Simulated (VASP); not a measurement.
## ZnSe (Stilleite): relaxation of cell and atoms with PBEsol

ZnSe (Stilleite):

```
CELL_PARAMETERS angstrom
0.00000 2.83380 2.83380
2.83380 0.00000 2.83380
2.83380 2.83380 0.00000
ATOMIC_POSITIONS crystal
Se 0.75000 0.75000 0.75000
Zn 0.00000 0.00000 0.00000
```

```json
{
  "Program": "VASP 6.6.1",
  "Task": "relaxation of cell and atoms",
  "Functional": "PBEsol",
  "Potentials or basis": "VASP PAW PBE potentials, release 64 (Se, Zn)",
  "Cutoff": "600 eV",
  "k mesh": "8 × 8 × 8",
  "Occupations": "fermi-dirac, width 0.05 eV",
  "Spin": "no spin polarisation",
  "Target pressure": "10 GPa",
  "Dipole correction": "no",
  "Further INCAR settings": "ALGO = Normal; EDIFF = 1e-06; IBRION = 2; EDIFFG = -0.01; NSW = 60; ISIF = 3"
}
```

```json
{
  "Relaxed volume": "19.93 Å³/atom",
  "Relaxed cell": "a = 3.834 Å, b = 3.834 Å, c = 3.834 Å, α = 60.00°, β = 60.00°, γ = 60.00°",
  "Space group after relaxing (to 0.05 Å)": "F-43m (No. 216)",
  "Energy change on relaxing (the enthalpy is what falls)": "+69.7 meV/atom",
  "Ionic steps": "4",
  "Pressure after relaxing": "10.1 GPa",
  "Band gap on the k mesh": "1.73 eV, direct"
}
```

The path:
```tsv
step	energy change (eV)	largest force (eV/Å)	pressure (GPa)	volume (Å³)
1	0.0000	0.0000	-0.91	45.51
2	0.5237	0.0000	23.34	36.05
3	0.1329	0.0000	9.82	39.96
4	0.1395	0.0000	10.07	39.85
```

Final structure:
```
Se Zn
1.0
     0.00000    2.71105    2.71105
     2.71105    0.00000    2.71105
     2.71105    2.71105    0.00000
Se Zn
1 1
Direct
  0.75000 0.75000 0.75000
  0.00000 0.00000 0.00000
```

Levels at points of the mesh, in eV from the valence-band top:
```csv
k point,band 6,band 7,band 8,band 9,band 10,band 11,band 12,band 13
"(0.00, 0.00, 0.00)",-6.64,0.00,0.00,0.00,1.73,5.65,5.65,5.65
"(0.50, 0.00, 0.00)",-6.44,-6.21,-1.09,-1.09,2.66,6.24,6.24,8.67
"(0.50, 0.50, 0.00)",-6.42,-5.39,-2.73,-2.73,2.50,3.29,11.67,12.11
```

It took 2 min on 1 thread of AMD EPYC 7R13, with other jobs on the host, peak memory 0.18 GiB.

Caveat: the cell is relaxed towards a set pressure, so the enthalpy falls and the energy may rise; the PAW data sets were made with another functional, which shifts forces and pressure a little.
